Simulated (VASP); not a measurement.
Runs of VASP 6.6.1 on RbBr. The structure is that of space group Fm-3m (No. 225), or close to it. The cells are those of the table. 

```tsv
level	cell	k mesh	cutoff (eV)	gap on the mesh (eV)	pressure (GPa)
PBEsol	a = 4.966 Å, angles 60.0°, 2 atoms	6 × 6 × 6	520	(b)	(a)
PBEsol	a = 4.655 Å, angles 60.0°, 2 atoms	6 × 6 × 6	520	4.51	2.3
PBEsol	a = 5.008 Å, angles 60.0°, 2 atoms	6 × 6 × 6	520	4.00	-1.1
PBE	a = 5.008 Å, angles 60.0°, 2 atoms	9 × 9 × 9	500	4.13	-0.3
r2SCAN	a = 5.046 Å, angles 60.0°, 2 atoms	6 × 6 × 6	520	4.67	-1.0
PBEsol	a = 4.908 Å, angles 60.0°, 2 atoms	6 × 6 × 6	520	4.13	-0.5
PBEsol	a = 5.078 Å, angles 60.0°, 2 atoms	6 × 6 × 6	520	3.92	-1.4
```

Alike in all rows: task single point; potentials or basis VASP PAW PBE potentials, release 64 (Rb_sv, Br); no spin polarisation; smearing gaussian 0.02 eV.

Task: Fill in the values left out.

Result: (a) -0.9; (b) 4.05.

Caveats: the PAW data sets were made with another functional, which shifts forces and pressure a little (at least some runs); an odd mesh through Γ misses points on the zone boundary, where band edges can lie (at least some runs).

A k mesh can miss the band edges, and the runs leave out spin-orbit coupling on Br, Rb.
